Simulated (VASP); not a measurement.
CdS: single point with PBE

The system is CdS.

```xyz
2
Lattice="-0.0437 2.9100 2.9100 2.8664 0.0000 2.8664 2.9100 2.9100 -0.0437" Properties=species:S:1:pos:R:3 pbc="T T T"
Cd    0.0000    0.0000    0.0000
S     4.2995    4.3650    4.2995
```

This cell differs from its parent crystal: strain -0.0300 x Voigt [0, 0, 0, 0, 1, 0].

```json
{
 "Program": "VASP 6.6.1",
 "Task": "single point",
 "Functional": "PBE",
 "Potentials or basis": "VASP PAW PBE potentials, release 64 (Cd, S)",
 "Cutoff": "520 eV",
 "k mesh": "8 × 8 × 8",
 "Occupations": "gaussian, width 0.05 eV",
 "Spin": "no spin polarisation"
}
```

```yaml
Pressure: 3.8 GPa
Largest_force: 0.226 eV/Å
Band_gap_on_the_k_mesh: 1.11 eV, direct
```

Forces on the atoms (eV/Å):
```
Cd   0.000  0.226  0.000
S    0.000 -0.226  0.000
```

Stress tensor (GPa, compression positive):
```
3.76 0.00 1.73
0.00 3.75 0.00
1.73 0.00 3.76
```

Levels at points of the mesh, in eV from the valence-band top:
```tsv
k point	band 6	band 7	band 8	band 9	band 10	band 11	band 12	band 13
(0.00, 0.00, 0.00)	-7.31	-0.09	-0.06	0.00	1.11	6.30	6.50	6.70
(0.50, 0.00, 0.00)	-6.94	-4.49	-0.77	-0.74	3.04	6.94	7.12	7.38
(0.00, 0.50, 0.00)	-6.91	-4.50	-0.87	-0.85	2.92	6.82	6.98	7.53
(0.50, 0.50, 0.00)	-6.86	-4.03	-1.95	-1.95	3.49	4.31	9.18	10.76
(0.50, 0.00, 0.50)	-6.86	-4.03	-2.07	-1.83	3.46	4.35	9.21	10.69
```

Run time: 52 s on 1 thread of Intel(R) Xeon(R) Platinum 8488C (Sapphire Rapids), with other jobs on the host, peak memory 0.22 GiB.

Caveat: the cell differs from its parent crystal (strain -0.0300 x Voigt [0, 0, 0, 0, 1, 0]).
